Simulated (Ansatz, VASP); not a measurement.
# Two plane-wave programs on Rh

The input POSCAR:

```
Rh
1.0
    0.0000000000      1.8213790949      1.8213790949
    1.8213790949      0.0000000000      1.8213790949
    1.8213790949      1.8213790949      0.0000000000
Rh
1
Direct
    0.0000000000      0.0000000000      0.0000000000
```

File INCAR.step1:

```
ALGO = Normal
EDIFF = 1E-4
ENCUT = 520
GGA = PE
ISMEAR = -1
LASPH = T
LCHARG = F
LREAL = F
LWAVE = T
NBANDS = 14
NELM = 80
PREC = Accurate
SIGMA = 0.1
```

File INCAR.step2:

```
ALGO = Normal
EDIFF = 1E-6
ENCUT = 520
ISIF = 2
ISMEAR = -1
ISTART = 1
LASPH = T
LCHARG = F
LMIXTAU = T
LREAL = F
LWAVE = F
METAGGA = R2SCAN
NBANDS = 14
NELM = 80
PREC = Accurate
SIGMA = 0.1
```

The input KPOINTS:

```
k-points
0
Gamma
  17 17 17
```

Input for Ansatz:

```yaml
crystal:
  lattice:
    - [0.0, 1.8213790949, 1.8213790949]
    - [1.8213790949, 0.0, 1.8213790949]
    - [1.8213790949, 1.8213790949, 0.0]
  atoms:
    - { symbol: Rh, position: [0.0, 0.0, 0.0] }
kpoints:
  mp_grid: { grid: [17, 17, 17] }
  band_path:
    path:
      - [0.0, 0.0, 0.0]
      - [0.5, 0.0, 0.5]
      - [0.625, 0.25, 0.625]
      - [0.375, 0.375, 0.75]
      - [0.0, 0.0, 0.0]
      - [0.5, 0.5, 0.5]
      - [0.5, 0.25, 0.75]
      - [0.5, 0.0, 0.5]
    npoints: 8
scf:
  occupations: { method: fermi_dirac, width: 0.1 }
hamiltonian:
  xc: r2scan
  pseudopotentials: { kind: paw }
output:
  forces: true
  stress: true
  eigenvalues: true
  populations: true
  dos: { projected: true, de: 0.2, e_range: [-14, 8] }
```

Change from the starting cell: volume scaled by 0.88, PAW files.

Alike in both runs: task single point; functional r2SCAN; k mesh 17 × 17 × 17; occupations fermi-dirac, width 0.1 eV; no spin polarisation.

|  | VASP | Ansatz |
| --- | --- | --- |
| version | VASP 6.6.1 | Ansatz 0.2.0 |
| potentials or method | VASP PAW PBE potentials, release 64 (Rh_pv) | PAW with Ansatz's default frozen-core files, scalar-relativistic |
| plane-wave cutoff (eV) | 520 | 500 |
| valence electrons in the cell | 15 | 17 |

|  | VASP | Ansatz | Ansatz less VASP |
| --- | --- | --- | --- |
| pressure (GPa) | 51.8 | 49.6 | -2.15 |

VASP's potentials were made for PBE, not for r2SCAN. Both programs put the cell under a high pressure, so it lies far from rest at this level. VASP's potentials hold 15 valence electrons a cell and Ansatz's 17, so a difference there can come from the potentials and not from the codes.
